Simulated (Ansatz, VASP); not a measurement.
## Two plane-wave programs on LuH3

```
CELL_PARAMETERS angstrom
6.04350 0.00000 0.00000
-3.02175 5.23383 0.00000
0.00000 0.00000 6.29494
ATOMIC_POSITIONS crystal
Lu 0.66373 0.00000 0.25000
Lu 0.33627 0.33627 0.25000
Lu 0.00000 0.66373 0.25000
Lu 0.66373 0.66373 0.75000
Lu 0.00000 0.33627 0.75000
Lu 0.33627 0.00000 0.75000
H 0.32242 0.97296 0.40783
H 0.65054 0.67758 0.40783
H 0.02704 0.34946 0.40783
H 0.32242 0.34946 0.90783
H 0.02704 0.67758 0.90783
H 0.65054 0.97296 0.90783
H 0.67758 0.02704 0.59217
H 0.34946 0.32242 0.59217
H 0.97296 0.65054 0.59217
H 0.67758 0.65054 0.09217
H 0.97296 0.32242 0.09217
H 0.34946 0.02704 0.09217
H 0.00000 0.00000 0.25000
H 0.00000 0.00000 0.75000
H 0.66667 0.33333 0.31447
H 0.66667 0.33333 0.81447
H 0.33333 0.66667 0.68553
H 0.33333 0.66667 0.18553
```

Alike in both runs: functional PBEsol; k mesh 9 × 9 × 6; occupations gaussian, width 0.01 eV; no spin polarisation.

Ansatz relaxed the structure, and its values are those at the end. VASP's run is a single point on that final structure, the one shown.

|  | VASP | Ansatz |
| --- | --- | --- |
| version | VASP 6.6.1 | Ansatz 0.2.0 |
| potentials or method | VASP PAW PBE potentials, release 64 (Lu, H), cutoff 520 eV | scalar-relativistic, plane waves, PAW |
| valence electrons in the cell | 168 | 168 |

VASP gave:

- gap on the k mesh at the Fermi level (eV): 0.04
- least direct gap on the mesh (eV): 0.14
- pressure (GPa): 0.2

Problem. Which values does Ansatz return?

Solution. gap on the k mesh at the Fermi level (eV): 0.04; least direct gap on the mesh (eV): 0.14; pressure (GPa): 0.0.

VASP's potentials were made for PBE, not for PBEsol. With one functional, cell and mesh, what is left measures potentials, basis and numerics.

Spin-orbit coupling is off throughout.
